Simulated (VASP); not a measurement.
# SnO2 (R3m) in VASP: further runs, part 2 of 2

VASP 6.6.1. Earlier steps stand in the parts before.

## Step 3: Single point, LDA

This run uses another cell than the first one, of 13.59 Å³/atom.

Contents of INCAR:

```
SYSTEM = SnO2
PREC     = Accurate       ! precision mode
ENCUT    = 600            ! plane-wave cutoff, eV
EDIFF    = 1E-6           ! SCF threshold, eV
ISMEAR   = 0              ! smearing method
SIGMA    = 0.1            ! smearing width, eV
LREAL    = .FALSE.        ! projectors in reciprocal space
LASPH    = .TRUE.         ! aspherical terms in the spheres
NELM     = 120            ! most SCF steps
ALGO     = Normal         ! electronic algorithm
ISIF     = 2              ! what is computed and relaxed
LWAVE    = .FALSE.        ! write WAVECAR
LCHARG   = .FALSE.        ! write CHGCAR
GGA      = CA             ! functional
NBANDS   = 64             ! bands
GGA_COMPAT= .FALSE.
```

Contents of KPOINTS:

```
Automatic mesh
0
G
  6 6 6
  0 0 0
```

Contents of POSCAR:

```
SnO2
1.0
    3.2514691359      1.8772365809      4.4537473212
   -3.2514691359      1.8772365809      4.4537473212
    0.0000000000     -3.7544731617      4.4537473212
Sn O
4 8
Direct
    0.8611810000      0.8611810000      0.8611810000
    0.3659560000      0.3659560000      0.8660790000
    0.3659560000      0.8660790000      0.3659560000
    0.8660790000      0.3659560000      0.3659560000
    0.1259940000      0.6210310000      0.6210310000
    0.6210310000      0.1259940000      0.6210310000
    0.6210310000      0.6210310000      0.1259940000
    0.6080510000      0.6080510000      0.6080510000
    0.1248630000      0.1248630000      0.1248630000
    0.1041150000      0.1041150000      0.6090740000
    0.1041150000      0.6090740000      0.1041150000
    0.6090740000      0.1041150000      0.1041150000
```

Potentials or basis: VASP PAW LDA potentials, release 64 (Sn_d, O).

On the command line:

```bash
$ cat potpaw_LDA.64/Sn_d/POTCAR potpaw_LDA.64/O/POTCAR > POTCAR
$ mpirun -np 1 vasp_std > vasp.out
```

OUTCAR:

```text
SYSTEM = SnO2
   PREC = Accurate
   ENCUT = 600
   EDIFF = 1E-6
   ISMEAR = 0
   LREAL = .FALSE.
   LASPH = .TRUE.
   NELM = 120
   ISIF = 2
   GGA = CA

 ion  position               nearest neighbor table
   1  0.861  0.861  0.861-   5 2.12   6 2.12   7 2.12  11 2.13  12 2.13  10 2.13   3 3.25   4 3.25
                             3 3.25   4 3.25   2 3.25   2 3.25
   2  0.366  0.366  0.866-   9 2.12  11 2.12  12 2.12   6 2.13   5 2.13   8 2.13   3 3.25   4 3.25
                             1 3.25   1 3.25   4 3.25   3 3.25
   3  0.366  0.866  0.366-   9 2.12  10 2.12  12 2.12   7 2.13   5 2.13   8 2.13   2 3.25   4 3.25
                             1 3.25   1 3.25   2 3.25   4 3.25
   4  0.866  0.366  0.366-   9 2.12  10 2.12  11 2.12   7 2.13   6 2.13   8 2.13   2 3.25   3 3.25
                             1 3.25   1 3.25   2 3.25   3 3.25
   5  0.126  0.621  0.621-   1 2.12   2 2.13   3 2.13
   6  0.621  0.126  0.621-   1 2.12   2 2.13   4 2.13
   7  0.621  0.621  0.126-   1 2.12   3 2.13   4 2.13
   8  0.608  0.608  0.608-   3 2.13   4 2.13   2 2.13
   9  0.125  0.125  0.125-   3 2.12   4 2.12   2 2.12
  10  0.104  0.104  0.609-   3 2.12   4 2.12   1 2.13
  11  0.104  0.609  0.104-   2 2.12   4 2.12   1 2.13
  12  0.609  0.104  0.104-   2 2.12   3 2.12   1 2.13

  LATTYP: Found a trigonal (rhomboedric) cell.
 ALAT       =     5.8251123529
 COS(alpha) =     0.3768671385

  Lattice vectors:

 A1 = (   3.2514691359,   1.8772365809,   4.4537473212)
 A2 = (  -3.2514691359,   1.8772365809,   4.4537473212)
 A3 = (   0.0000000000,  -3.7544731617,   4.4537473212)

Analysis of symmetry for initial positions (statically):
=====================================================================
 Subroutine PRICEL returns:
 Original cell was already a primitive cell.

 Routine SETGRP: Setting up the symmetry group for a
 trigonal (rhombohedral) supercell.

 Subroutine GETGRP returns: Found  6 space group operations
 (whereof  6 operations were pure point group operations)
 out of a pool of 12 trial point group operations.

The static configuration has the point symmetry C_3v.

[... 166 lines left out ...]
  volume of cell :      163.11
 maximum number of plane-waves:      5459
 NGX is ok and might be reduce to    48
   NGX = 23   NGY = 23   NGZ = 23

 number of electron     104.0000010 magnetization

 Free energy of the ion-electron system (eV)
  ---------------------------------------------------
  ext. energy  EPLUGINS =         0.00000000
  ---------------------------------------------------
  free energy    TOTEN  =       -81.91788239 eV

  energy without entropy =      -81.91788239  energy(sigma->0) =      -81.91788239

 E-fermi :   4.3987     XC(G=0): -11.0096

 val. band max:        3.9194103435   @ k =  -0.1667   0.1667   0.0000
 cond. band min:       5.3625793775   @ k =   0.0000   0.0000   0.0000
 fundamental gap:      1.4431690341
 Fermi energy:         4.3986622917

 k-point     1 :       0.0000    0.0000    0.0000
  band No.  band energies     occupation
      1     -16.6564      2.00000
      2     -16.6554      2.00000
      3     -16.6554      2.00000
      4     -16.1240      2.00000
      5     -15.9304      2.00000
      6     -15.9304      2.00000
[... 1597 lines left out ...]
     63      13.1638      0.00000
     64      13.2462      0.00000

 [... further k-points ...]

------------------------ aborting loop because EDIFF is reached ----------------------------------------

  FORCE on cell =-STRESS in cart. coord.  units (eV):
  Direction    XX          YY          ZZ          XY          YZ          ZX
  --------------------------------------------------------------------------------------
  -------------------------------------------------------------------------------------
  Total      -10.5920188    -10.5920188     -7.4214785      0.0000000     -0.0000000     -0.0000000
  in kB     -104.0432369   -104.0432369    -72.8996669      0.0000000     -0.0000000     -0.0000000
  external PRESSURE =     -93.6620469 kB  Pullay stress =       0.0000000 kB

 VOLUME and BASIS-vectors are now :
 -----------------------------------------------------------------------------
  energy-cutoff  :      600.00
  volume of cell :      163.11
      direct lattice vectors                 reciprocal lattice vectors
     3.251469136  1.877236581  4.453747321     0.153776640  0.088782985  0.074843342
    -3.251469136  1.877236581  4.453747321    -0.153776640  0.088782985  0.074843342
     0.000000000 -3.754473162  4.453747321     0.000000000 -0.177565969  0.074843342

 POSITION                                       TOTAL-FORCE (eV/Angst)
 -----------------------------------------------------------------------------------
      0.00000      0.00000     11.50645         0.000000      0.000000      0.096620
      0.00000     -1.87770      7.11705         0.000000      0.015652     -0.035360
     -1.62613      0.93885      7.11705         0.013555     -0.007826     -0.035360
      1.62613      0.93885      7.11705        -0.013555     -0.007826     -0.035360
     -1.60960     -0.92930      6.09298        -0.036843     -0.021272      0.569071
      1.60960     -0.92930      6.09298         0.036843     -0.021272      0.569071
      0.00000      1.85860      6.09298         0.000000      0.042543      0.569071
      0.00000      0.00000      8.12432         0.000000     -0.000000     -0.588021
      0.00000      0.00000      1.66832         0.000000      0.000000      0.529174
      0.00000     -1.89586      3.64007         0.000000      0.042947     -0.546302
     -1.64186      0.94793      3.64007         0.037193     -0.021474     -0.546302
      1.64186      0.94793      3.64007        -0.037193     -0.021474     -0.546302
 -----------------------------------------------------------------------------------
    total drift:                               -0.000000     -0.000000     -0.001129

  FREE ENERGIE OF THE ION-ELECTRON SYSTEM (eV)
  ---------------------------------------------------
  free  energy   TOTEN  =       -81.9178823946 eV

  energy  without entropy=      -81.9178823946  energy(sigma->0) =      -81.91788239
```

OSZICAR:

```text
N       E                     dE             d eps       ncg     rms          rms(c)
DAV:   1     0.165660446501E+04    0.16566E+04   -0.52707E+04  4816   0.270E+03
DAV:   2     0.280035742892E+03   -0.13766E+04   -0.13046E+04  4296   0.847E+02
DAV:   3    -0.613189009523E+02   -0.34135E+03   -0.33181E+03  4536   0.291E+02
DAV:   4    -0.924158231051E+02   -0.31097E+02   -0.30715E+02  5024   0.965E+01
DAV:   5    -0.933795864358E+02   -0.96376E+00   -0.96014E+00  4776   0.179E+01    0.205E+01
DAV:   6    -0.820368701836E+02    0.11343E+02   -0.40929E+01  6408   0.705E+01    0.810E+00
DAV:   7    -0.821136390587E+02   -0.76769E-01   -0.47118E+00  4600   0.920E+00    0.437E+00
DAV:   8    -0.819601178253E+02    0.15352E+00   -0.79781E-01  5960   0.516E+00    0.121E+00
DAV:   9    -0.819166886009E+02    0.43429E-01   -0.17767E-01  5912   0.384E+00    0.196E-01
DAV:  10    -0.819178064756E+02   -0.11179E-02   -0.17213E-02  5392   0.987E-01    0.113E-01
DAV:  11    -0.819178771027E+02   -0.70627E-04   -0.11409E-03  6056   0.293E-01    0.469E-02
DAV:  12    -0.819178933527E+02   -0.16250E-04   -0.10311E-04  5088   0.572E-02    0.339E-02
DAV:  13    -0.819178827343E+02    0.10618E-04   -0.33833E-05  5272   0.395E-02    0.918E-03
DAV:  14    -0.819178823946E+02    0.33970E-06   -0.37422E-06  4232   0.112E-02
   1 F= -.81917882E+02 E0= -.81917882E+02  d E =-.237819E-12
```

It took 3.7 min on 1 thread of Intel Xeon 6975P-C (Granite Rapids), shared host; peak memory 0.44 GiB.

What came out:

```
Free energy            : -81.9179 eV
Pressure               : -9.4 GPa
Largest force          : 0.588 eV/Å
Band gap on the k mesh : 1.44 eV
```

Forces on the atoms (eV/Å):
```
Sn   0.000  0.000  0.097
Sn   0.000  0.016 -0.035
Sn   0.014 -0.008 -0.035
Sn  -0.014 -0.008 -0.035
O   -0.037 -0.021  0.569
O    0.037 -0.021  0.569
O    0.000  0.043  0.569
O    0.000  0.000 -0.588
O    0.000  0.000  0.529
O    0.000  0.043 -0.546
O    0.037 -0.021 -0.546
O   -0.037 -0.021 -0.546
```

Caveat: the cell stands under tension; spin-orbit coupling is left out, which moves the levels of the heavy elements. A k mesh can miss the band edges.
